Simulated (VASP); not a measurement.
Wanted: the native input for a VASP 6.6.1 run.

| Item | Value |
| --- | --- |
| Task | relaxation of cell and atoms |
| Functional | revPBE |
| Dispersion | D3(BJ) |
| Potentials or basis | VASP PAW PBE potentials, release 64 (Mg, O) |
| Cutoff | 600 eV |
| k mesh | 11 × 11 × 11 |
| Occupations | fermi-dirac, width 0.05 eV |
| Spin | no spin polarisation |
| Dipole correction | no |
| Further INCAR settings | ALGO = Normal; EDIFF = 1e-06; IBRION = 2; EDIFFG = -0.01; NSW = 60; ISIF = 3 |

The structure of MgO lies in POSCAR:

```
MgO
1.0
    0.0000000000      2.0970013927      2.0970013927
    2.0970013927      0.0000000000      2.0970013927
    2.0970013927      2.0970013927      0.0000000000
Mg O
1 1
Direct
    0.0000000000      0.0000000000      0.0000000000
    0.5000000000      0.5000000000      0.5000000000
```

One way to write it, as run:

INCAR

```
SYSTEM = MgO
PREC     = Accurate       ! precision mode
ENCUT    = 600            ! plane-wave cutoff, eV
EDIFF    = 1E-6           ! SCF threshold, eV
ISMEAR   = -1             ! smearing method
SIGMA    = 0.05           ! smearing width, eV
LREAL    = .False.        ! projectors in reciprocal space
LASPH    = .True.         ! aspherical terms in the spheres
NELM     = 100            ! most SCF steps
ALGO     = Normal         ! electronic algorithm
ISIF     = 3              ! what is computed and relaxed
LWAVE    = .False.        ! write WAVECAR
LCHARG   = .False.        ! write CHGCAR
GGA      = RE             ! functional
IVDW     = 12             ! dispersion correction
IBRION   = 2              ! ionic algorithm
NSW      = 60             ! ionic steps
EDIFFG   = -0.01          ! ionic threshold
```

KPOINTS

```
regular mesh
0
Gamma
  11 11 11
  0 0 0
```

Potentials or basis: VASP PAW PBE potentials, release 64 (Mg, O).

Launch:

```bash
$ cat potpaw_PBE.64/Mg/POTCAR potpaw_PBE.64/O/POTCAR > POTCAR
$ mpirun -np 1 vasp_std > vasp.out
```

It gave:

The relaxed volume is 9.17 Å³/atom and the relaxed cell is a = 2.960 Å, b = 2.960 Å, c = 2.960 Å, α = 60.00°, β = 60.00°, γ = 60.00°. The space group after relaxing (to 0.05 Å) is Fm-3m (No. 225), the energy gained by relaxing is 0.1 meV/atom and the ionic steps are 3. The pressure after relaxing is 0.0 GPa. The band gap on the k mesh is 4.99 eV, direct. The dispersion energy per atom is -0.583 eV.

Caveat: the PAW data sets were made with another functional, which shifts forces and pressure a little.

It took 7.9 s on 1 thread of Intel(R) Xeon(R) 6975P-C (Granite Rapids), with other jobs on the host, peak memory 0.15 GiB.
